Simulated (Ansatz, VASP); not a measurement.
## GaN in VASP and in Ansatz

File POSCAR:

```
GaN
1.0
    3.1325235371     -0.0205942097     -0.0059198336
   -1.5841014025      2.8097774129      0.0506541433
   -0.0096259900      0.0894686192      5.1516976531
Ga N
2 2
Direct
    0.3255800000      0.6624100000      0.0032900000
    0.6663600000      0.3282900000      0.4966200000
    0.3404400000      0.6682900000      0.3748800000
    0.6738200000      0.3373600000      0.8708200000
```

Contents of INCAR.step1:

```
SYSTEM = GaN
PREC = Accurate
ENCUT = 520
ISMEAR = 0
SIGMA = 0.01
LREAL = .FALSE.
LASPH = .TRUE.
NELM = 80
NBANDS = 26
GGA = PE
ALGO = Normal
EDIFF = 1E-4
LWAVE = .TRUE.
LCHARG = .FALSE.
```

The input INCAR.step2:

```
SYSTEM = GaN
PREC = Accurate
ENCUT = 520
EDIFF = 1E-6
ISMEAR = 0
SIGMA = 0.01
LREAL = .FALSE.
LASPH = .TRUE.
NELM = 80
ALGO = Normal
ISIF = 2
LWAVE = .FALSE.
LCHARG = .FALSE.
METAGGA = R2SCAN
LMIXTAU = .TRUE.
NBANDS = 26
ISTART = 1
```

File KPOINTS:

```
regular mesh
0
G
  6 6 4
  0 0 0
```

Input for Ansatz:

```yaml
crystal:
  lattice:
    - [3.1325235370504143, -0.020594209713670656, -0.0059198336287837345]
    - [-1.5841014025232847, 2.809777412933594, 0.05065414325001581]
    - [-0.00962599004612719, 0.08946861924246416, 5.151697653052923]
  atoms:
    - { symbol: Ga, position: [0.32558, 0.66241, 0.00329] }
    - { symbol: Ga, position: [0.66636, 0.32829, 0.49662] }
    - { symbol: "N", position: [0.34044, 0.66829, 0.37488] }
    - { symbol: "N", position: [0.67382, 0.33736, 0.87082] }
basis:
  ecutwfc: 650.0
  xc_grid: 2
kpoints:
  mp_grid:
    grid: [6, 6, 4]
hamiltonian:
  xc: r2scan
scf:
  convergence:
    dr2_threshold: 1.0e-09
  occupations:
    method: fixed
output:
  forces: true
  stress: true
```

Alike in both runs: task single point; functional r2SCAN; k mesh 6 × 6 × 4; no spin polarisation.

|  | VASP | Ansatz |
| --- | --- | --- |
| version | VASP 6.6.1 | Ansatz 0.2.0 |
| potentials or method | VASP PAW PBE potentials, release 64 (Ga_d, N), cutoff 520 eV | plane waves, PAW |
| occupations | gaussian, width 0.01 eV | fixed |
| valence electrons in the cell | 36 | 36 |

```csv
,VASP,Ansatz,Ansatz less VASP
pressure (GPa),2.8,1.7,-1.15
"traceless stress, the component that is largest in VASP (GPa)",-6.84,-6.74,+0.105
rms of the force components (eV/Å),0.407,0.401,-0.0061
```

VASP's potentials were made for PBE, not for r2SCAN. Atom by atom the forces differ by 0.009 eV/Å (rms over components). Ansatz's warnings: stress scf threshold loose.
